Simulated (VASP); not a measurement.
# Ta (Pm-3m) in VASP: a series of runs, part 2 of 2

VASP 6.6.1.

## Step 3: Relaxation of cell and atoms, PBEsol

This run uses another cell than the first one, of 19.90 Å³/atom, 0.998 times its volume.

Contents of INCAR:

```
SYSTEM = Ta
PREC = Accurate ; ENCUT = 600
EDIFF = 1E-6 ; ISMEAR = -1
SIGMA = 0.05 ; LREAL = .FALSE.
LASPH = .TRUE. ; NELM = 100
ALGO = Normal ; ISIF = 3
LWAVE = .FALSE. ; LCHARG = .FALSE.
GGA = PS ; IBRION = 2
NSW = 80 ; EDIFFG = -0.02
```

Contents of KPOINTS:

```
regular mesh
0
G
  15 15 15
  0 0 0
```

Contents of POSCAR:

```
Ta
1.0
    2.7100000000      0.0000000000      0.0000000000
    0.0000000000      2.7100000000      0.0000000000
    0.0000000000      0.0000000000      2.7100000000
Ta
1
Direct
    0.0000000000      0.0000000000      0.0000000000
```

Potentials or basis: VASP PAW PBE potentials, release 64 (Ta_pv).

Run with:

```bash
> cat potpaw_PBE.64/Ta_pv/POTCAR > POTCAR
> mpirun -np 1 vasp_std > vasp.out
```

OUTCAR:

```text
SYSTEM = Ta
   PREC = Accurate
   ENCUT = 600
   EDIFF = 1E-6
   ISMEAR = -1
   LREAL = .FALSE.
   LASPH = .TRUE.
   NELM = 100
   ISIF = 3
   GGA = PS
   IBRION = 2
   NSW = 80
   EDIFFG = -0.02

 ion  position               nearest neighbor table
   1  0.000  0.000  0.000-

  LATTYP: Found a simple cubic cell.
 ALAT       =     2.7100000000

  Lattice vectors:

 A1 = (   2.7100000000,   0.0000000000,   0.0000000000)
 A2 = (   0.0000000000,   2.7100000000,   0.0000000000)
 A3 = (   0.0000000000,   0.0000000000,   2.7100000000)

Analysis of symmetry for initial positions (statically):
=====================================================================
 Subroutine PRICEL returns:
 Original cell was already a primitive cell.

 Routine SETGRP: Setting up the symmetry group for a
 simple cubic supercell.

 Subroutine GETGRP returns: Found 48 space group operations
 (whereof 48 operations were pure point group operations)
 out of a pool of 48 trial point group operations.

The static configuration has the point symmetry O_h .

Analysis of symmetry for dynamics (positions and initial velocities):
=====================================================================
 Subroutine PRICEL returns:
 Original cell was already a primitive cell.

 Routine SETGRP: Setting up the symmetry group for a
 simple cubic supercell.

 Subroutine GETGRP returns: Found 48 space group operations
 (whereof 48 operations were pure point group operations)
 out of a pool of 48 trial point group operations.

The dynamic configuration has the point symmetry O_h .

 Subroutine INISYM returns: Found 48 space group operations
 (whereof 48 operations are pure point group operations),
 and found     1 'primitive' translations

----------------------------------------------------------------------------------------

                                     Primitive cell

  volume of cell :      19.9025

  direct lattice vectors                    reciprocal lattice vectors
     2.710000000  0.000000000  0.000000000     0.369003690  0.000000000  0.000000000
     0.000000000  2.710000000  0.000000000     0.000000000  0.369003690  0.000000000
     0.000000000  0.000000000  2.710000000     0.000000000  0.000000000  0.369003690

  length of vectors
     2.710000000  2.710000000  2.710000000     0.369003690  0.369003690  0.369003690

  position of ions in fractional coordinates (direct lattice)
     0.000000000  0.000000000  0.000000000

  ion indices of the primitive-cell ions
   primitive index   ion index
                 1           1

----------------------------------------------------------------------------------------

 KPOINTS: regular mesh

Automatic generation of k-mesh.
 Grid dimensions read from file:
 generate k-points for:   15   15   15

 Generating k-lattice:

  Cartesian coordinates                     Fractional coordinates (reciprocal lattice)
     0.024600246  0.000000000  0.000000000     0.066666667  0.000000000  0.000000000
     0.000000000  0.024600246  0.000000000     0.000000000  0.066666667  0.000000000
     0.000000000  0.000000000  0.024600246     0.000000000  0.000000000  0.066666667

  Length of vectors
[... 43 lines left out ...]
   NGX,Y,Z   is equivalent  to a cutoff of  14.72, 14.72, 14.72 a.u.
   NGXF,Y,Z  is equivalent  to a cutoff of  29.45, 29.45, 29.45 a.u.
 SYSTEM =  Ta
   PREC   = accura    normal or accurate (medium, high low for compatibility)
   ISTART =      0    job   : 0-new  1-cont  2-samecut
   ICHARG =      2    charge: 1-file 2-atom 10-const
   ISPIN  =      1    spin polarized calculation?
   LNONCOLLINEAR =      F non collinear calculations
   LSORBIT =      F    spin-orbit coupling
   LASPH  =      T    aspherical Exc in radial PAW
   ENCUT  =  600.0 eV  44.10 Ry    6.64 a.u.   5.41  5.41  5.41*2*pi/ulx,y,z
   NELM   =    100;   NELMIN=  2; NELMDL= -5     # of ELM steps
   EDIFF  = 0.1E-05   stopping-criterion for ELM
   LREAL  =      F    real-space projection
   EDIFFG = -.2E-01   stopping-criterion for IOM
   NSW    =     80    number of steps for IOM
   IBRION =      2    ionic relax: 0-MD 1-quasi-New 2-CG
   NFREE  =      1    steps in history (QN), initial steepest desc. (CG)
   ISIF   =      3    stress and relaxation
   ISYM   =      2    0-nonsym 1-usesym 2-fastsym
   POTIM  = 0.5000    time-step for ionic-motion
   TEBEG  =    0.0;   TEEND  =   0.0 temperature during run
   PSTRESS=    0.0 pullay stress
   NELECT =      11.0000    total number of electrons
   NUPDOWN=      -1.0000    fix difference up-down
   EMIN   =  10.00;   EMAX   =-10.00  energy-range for DOS
   EFERMI =   0.00;   METHOD = LEGACY
   ISMEAR =    -1;   SIGMA  =   0.05  broadening in eV -4-tet -1-fermi 0-gaus
   EFERMI_NEDOS =   21; number of points for ismear=-14 and -15
   IALGO  =     38    algorithm
   IMIX   =      4    mixing-type and parameters
     AMIX     =   0.40;   BMIX     =  1.00
     AMIX_MAG =   1.60;   BMIX_MAG =  1.00
  volume/ion in A,a.u.               =      19.90       134.31
  Fermi-wavevector in a.u.,A,eV,Ry     =   1.343496  2.538840 24.558271  1.804982
  Thomas-Fermi vector in A             =   2.471565
   LORBIT       =      0    0 simple, 1 ext, 2 COOP (PROOUT), +10 PAW based schemes
   GGA     = PS    functional components
   LHFCALC =     F    Hartree Fock is set to
   AEXX    =    0.0000 exact exchange contribution
   IVDW    =     0    specifies the selected vdW correction
   LEPSILON=     F    determine dielectric tensor
   LRPA    =     F    only Hartree local field effects (RPA)
 conjugate gradient relaxation of ions
 non-spin polarized calculation
  energy-cutoff  :      600.00
  volume of cell :       19.90
 maximum number of plane-waves:       691
 NGX is ok and might be reduce to    24
   NGX = 11   NGY = 11   NGZ = 11

--------------------------------------- Ionic step        1  -------------------------------------------

 number of electron      10.9999998 magnetization

 Free energy of the ion-electron system (eV)
  ---------------------------------------------------
  ext. energy  EPLUGINS =         0.00000000
  ---------------------------------------------------
  free energy    TOTEN  =       -11.38853161 eV

  energy without entropy =      -11.37526693  energy(sigma->0) =      -11.38189927

------------------------ aborting loop because EDIFF is reached ----------------------------------------

  FORCE on cell =-STRESS in cart. coord.  units (eV):
  Direction    XX          YY          ZZ          XY          YZ          ZX
  --------------------------------------------------------------------------------------
  -------------------------------------------------------------------------------------
  Total        0.0787065      0.0787065      0.0787065      0.0000000     -0.0000000      0.0000000
  in kB        6.3359757      6.3359757      6.3359757      0.0000000     -0.0000000      0.0000000
  external PRESSURE =       6.3359757 kB  Pullay stress =       0.0000000 kB
[... 57 lines left out ...]
--------------------------------------- Ionic step        3  -------------------------------------------

 number of electron      10.9999998 magnetization

 Free energy of the ion-electron system (eV)
  ---------------------------------------------------
  ext. energy  EPLUGINS =         0.00000000
  ---------------------------------------------------
  free energy    TOTEN  =       -11.38864978 eV

  energy without entropy =      -11.37539787  energy(sigma->0) =      -11.38202382

 E-fermi :   4.5081     XC(G=0): -12.0924

 val. band max:        4.5060401816   @ k =   0.2667   0.2000   0.1333
 cond. band min:       4.5148906552   @ k =   0.4667   0.2667   0.2000
 fundamental gap:      0.0088504736
 Fermi energy:         4.5080519719

 k-point     1 :       0.0000    0.0000    0.0000
  band No.  band energies     occupation
      1     -28.7322      2.00000
      2     -28.7322      2.00000
      3     -28.7322      2.00000
      4      -2.8468      2.00000
      5       1.8404      2.00000
      6       1.8404      2.00000
      7      10.8898      0.00000
      8      10.8898      0.00000
      9      10.8898      0.00000
[... 265 lines left out ...]
 k-point    24 :       0.3333    0.2000    0.0000
  band No.  band energies     occupation
      1     -29.6722      2.00000
      2     -29.1004      2.00000
      3     -28.6036      2.00000
      4       0.6176      2.00000
      5       3.1080      2.00000
      6       4.5659      0.47877
      7       7.1019      0.00000
      8       7.9541      0.00000
      9       9.6823      0.00000

 [... further k-points ...]

------------------------ aborting loop because EDIFF is reached ----------------------------------------

  FORCE on cell =-STRESS in cart. coord.  units (eV):
  Direction    XX          YY          ZZ          XY          YZ          ZX
  --------------------------------------------------------------------------------------
  -------------------------------------------------------------------------------------
  Total        0.0013213      0.0013213      0.0013213      0.0000000      0.0000000      0.0000000
  in kB        0.1059980      0.1059980      0.1059980      0.0000000      0.0000000      0.0000000
  external PRESSURE =       0.1059980 kB  Pullay stress =       0.0000000 kB
[... 16 lines left out ...]
  FREE ENERGIE OF THE ION-ELECTRON SYSTEM (eV)
  ---------------------------------------------------
  free  energy   TOTEN  =       -11.3886497812 eV

  energy  without entropy=      -11.3753978674  energy(sigma->0) =      -11.38202382

 reached required accuracy - stopping structural energy minimisation
```

OSZICAR:

```text
N       E                     dE             d eps       ncg     rms          rms(c)
DAV:   1     0.526109720038E+02    0.52611E+02   -0.69745E+03  2160   0.127E+03
DAV:   2    -0.108638181412E+02   -0.63475E+02   -0.62054E+02  2802   0.260E+02
[... 17 lines left out ...]
DAV:   1    -0.113929405863E+02   -0.48809E-02   -0.13261E-01  2187   0.516E+00    0.546E-01
DAV:   2    -0.113893327104E+02    0.36079E-02   -0.57738E-03  2184   0.892E-01    0.173E-01
DAV:   3    -0.113886334797E+02    0.69923E-03   -0.24243E-03  2252   0.564E-01    0.709E-02
DAV:   4    -0.113886485420E+02   -0.15062E-04   -0.51130E-05  2398   0.699E-02    0.101E-02
DAV:   5    -0.113886495761E+02   -0.10341E-05   -0.28958E-06  2305   0.183E-02    0.605E-03
DAV:   6    -0.113886497812E+02   -0.20513E-06   -0.65224E-08  1083   0.304E-03
   3 F= -.11388650E+02 E0= -.11382024E+02  d E =-.118173E-03
```

CONTCAR:

```text
Ta
   1.00000000000000
     2.7131628141437676    0.0000000000000000    0.0000000000000000
     0.0000000000000000    2.7131628141437676   -0.0000000000000000
    -0.0000000000000000   -0.0000000000000000    2.7131628141437676
  Ta
     1
Direct
     0.0000000000000000    0.0000000000000000    0.0000000000000000

  0.00000000E+00  0.00000000E+00  0.00000000E+00
```

Wall time 67 s (1 thread of Intel Xeon 8259CL, shared host); peak memory 0.17 GiB.

What came out:

```yaml
Free_energy: -11.3886 eV
Relaxed_volume: 19.97 Å³/atom
Relaxed_cell: a = 2.713 Å, b = 2.713 Å, c = 2.713 Å, α = 90.00°, β = 90.00°, γ = 90.00°
Space_group_after_relaxing_to_0.05_Å: Pm-3m (No. 221)
Energy_gained_by_relaxing: 0.1 meV/atom
Ionic_steps: 3
Pressure_after_relaxing: 0.0 GPa
```

Step by step:
| step | energy change (eV) | largest force (eV/Å) | pressure (GPa) | volume (Å³) |
| --- | --- | --- | --- | --- |
| 1 | 0.0000 | 0.0000 | 0.63 | 19.90 |
| 2 | 0.0005 | 0.0000 | -1.17 | 20.13 |
| 3 | -0.0001 | 0.0000 | 0.01 | 19.97 |

Final structure:
```yaml
crystal:
  lattice:
    - [2.71316, 0.00000, 0.00000]
    - [0.00000, 2.71316, 0.00000]
    - [0.00000, 0.00000, 2.71316]
  atoms:
    - { symbol: Ta, position: [0.00000, 0.00000, 0.00000] }
```

Caveat: the PAW data sets were made with another functional, which shifts forces and pressure a little; spin-orbit coupling is left out, which moves the levels of the heavy elements.

## Step 4: Relaxation of cell and atoms, PBEsol, target pressure 20 GPa, at which the enthalpy is minimised

This run uses another cell than the first one, of 19.90 Å³/atom, 0.998 times its volume.

Contents of INCAR:

```
ALGO     = Normal         # electronic algorithm
EDIFF    = 1E-6           # SCF threshold, eV
EDIFFG   = -0.02          # ionic threshold
ENCUT    = 600            # plane-wave cutoff, eV
GGA      = PS             # functional
IBRION   = 2              # ionic algorithm
ISIF     = 3              # what is computed and relaxed
ISMEAR   = -1             # smearing method
LASPH    = True           # aspherical terms in the spheres
LCHARG   = False          # write CHGCAR
LREAL    = False          # projectors in reciprocal space
LWAVE    = False          # write WAVECAR
NELM     = 60             # most SCF steps
NSW      = 80             # ionic steps
PREC     = Accurate       # precision mode
PSTRESS  = 200.0        
SIGMA    = 0.05           # smearing width, eV
```

Contents of KPOINTS:

```
k-points
0
Gamma
  15 15 15
```

POSCAR is that of step 3.

Run with:

```bash
> cat potpaw_PBE.64/Ta_pv/POTCAR > POTCAR
> mpirun -np 1 vasp_std > vasp.out
```

Wall time 2.1 min (1 thread of Intel Xeon 8259CL, shared host); peak memory 0.17 GiB.

The run converged. Its results:

```
Free energy                                            : -11.2733 eV
Relaxed volume                                         : 17.96 Å³/atom
Relaxed cell                                           : a = 2.619 Å, b = 2.619 Å, c = 2.619 Å, α = 90.00°, β = 90.00°, γ = 90.00°
Space group after relaxing (to 0.05 Å)                 : Pm-3m (No. 221)
Energy change on relaxing (the enthalpy is what falls) : +115.2 meV/atom
Ionic steps                                            : 5
Pressure after relaxing                                : 20.0 GPa
```

Step by step:
```
step  energy change (eV)  largest force (eV/Å)  pressure (GPa)  volume (Å³)
   1              0.0000                0.0000            0.63        19.90
   2              1.6936                0.0000          119.74        13.75
   3              0.0953                0.0000           17.93        18.13
   4              0.1101                0.0000           19.49        18.00
   5              0.1152                0.0000           20.01        17.96
```

Final structure:
```
CELL_PARAMETERS angstrom
2.61882 0.00000 0.00000
0.00000 2.61882 0.00000
0.00000 0.00000 2.61882
ATOMIC_POSITIONS crystal
Ta 0.00000 0.00000 0.00000
```

Levels at points of the mesh, in eV from the Fermi level:
| k point | band 2 | band 3 | band 4 | band 5 | band 6 | band 7 | band 8 | band 9 |
| --- | --- | --- | --- | --- | --- | --- | --- | --- |
| (0.00, 0.00, 0.00) | -32.91 | -32.91 | -7.75 | -3.11 | -3.11 | 7.21 | 7.21 | 7.21 |

Caveat: the cell is relaxed towards a set pressure, so the enthalpy falls and the energy may rise; the PAW data sets were made with another functional, which shifts forces and pressure a little; spin-orbit coupling is left out, which moves the levels of the heavy elements.

## Step 5: Summary

```csv
task,cell,cutoff (eV),gap on the mesh (eV),pressure (GPa)
single point,"a = 2.712 Å, 1 atom",520,none,0.2
relaxation of cell and atoms,"relaxed from a = 2.710 Å, 1 atom",600,none,0.0
relaxation of cell and atoms,"relaxed to 20 GPa from a = 2.710 Å, 1 atom",600,none,20.0
```

Alike in all rows: level PBEsol; potentials or basis VASP PAW PBE potentials, release 64 (Ta_pv); no spin polarisation; k mesh 15 × 15 × 15; smearing fermi-dirac 0.05 eV.

Caveats: the PAW data sets were made with another functional, which shifts forces and pressure a little; spin-orbit coupling is left out, which moves the levels of the heavy elements; the cell is relaxed towards a set pressure, so the enthalpy falls and the energy may rise (some runs).

Total energies depend on the potentials used, so only differences within one code and one set of settings carry meaning.
